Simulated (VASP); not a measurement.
Wanted: the native input for a VASP 6.6.1 run.

```yaml
Task: single point
Functional: PBE-based screened hybrid with 5 % exact exchange
Potentials_or_basis: VASP PAW PBE potentials, release 64 (K_sv, Ba_sv, I)
Cutoff: 520 eV
k_mesh: 2 × 2 × 2
Occupations: gaussian, width 0.01 eV
Spin: no spin polarisation
Dipole_correction: no
Grid_for_exact_exchange_PRECFOCK: Fast
Share_of_exact_exchange: 0.05
Further_INCAR_settings: ALGO = Normal; EDIFF = 1e-06; NBANDS = 28
Screening_parameter: 0.3 1/Å
```

KBaI3:

```
CELL_PARAMETERS angstrom
6.71919 0.00000 0.00000
0.00000 6.71919 0.00000
0.00000 0.00000 6.71919
ATOMIC_POSITIONS crystal
K 0.00000 0.00000 0.00000
Ba 0.50000 0.50000 0.50000
I 0.50000 0.50000 0.00000
I 0.50000 0.00000 0.50000
I 0.00000 0.50000 0.50000
```

The input as run:

POSCAR

```
KBaI3
1.0
    6.7191903973      0.0000000000      0.0000000000
    0.0000000000      6.7191903973      0.0000000000
    0.0000000000      0.0000000000      6.7191903973
K Ba I
1 1 3
Direct
    0.0000000000      0.0000000000      0.0000000000
    0.5000000000      0.5000000000      0.5000000000
    0.5000000000      0.5000000000      0.0000000000
    0.5000000000      0.0000000000      0.5000000000
    0.0000000000      0.5000000000      0.5000000000
```

INCAR.step1

```
PREC = Accurate ; ENCUT = 520
EDIFF = 1E-5 ; ISMEAR = 0
SIGMA = 0.01 ; LREAL = F
LASPH = T ; NELM = 80
ALGO = Normal ; ISIF = 2
LWAVE = T ; NBANDS = 28
GGA = PE
```

INCAR.step2

```
PREC = Accurate ; ENCUT = 520
EDIFF = 1E-6 ; ISMEAR = 0
SIGMA = 0.01 ; LREAL = F
LASPH = T ; NELM = 80
ALGO = Normal ; ISIF = 2
LWAVE = F ; LCHARG = T
GGA = PE ; LHFCALC = T
AEXX = 0.05 ; HFSCREEN = 0.3
PRECFOCK = Fast ; LELF = T
LVHAR = T ; NBANDS = 28
ISTART = 1
```

KPOINTS

```
Automatic mesh
0
Gamma
  2 2 2
```

Potentials or basis: VASP PAW PBE potentials, release 64 (K_sv, Ba_sv, I).

Command:

```bash
$ cat potpaw_PBE.64/K_sv/POTCAR potpaw_PBE.64/Ba_sv/POTCAR potpaw_PBE.64/I/POTCAR > POTCAR
$ cp INCAR.step1 INCAR
$ mpirun -np 1 vasp_std > vasp.out
$ cp INCAR.step2 INCAR
$ mpirun -np 1 vasp_std > vasp.out
```

Results of the run:

- Pressure: 0.4 GPa
- Band gap on the k mesh: 3.23 eV (least direct gap 3.41 eV)

Caveat: the k points lie up to 0.47 Å⁻¹ apart; the PAW data sets were made with another functional, which shifts forces and pressure a little; spin-orbit coupling is left out, which moves the levels of the heavy elements.

Run time: 4 min on 1 thread of Intel(R) Xeon(R) Platinum 8488C (Sapphire Rapids), with other jobs on the host, peak memory 0.47 GiB.
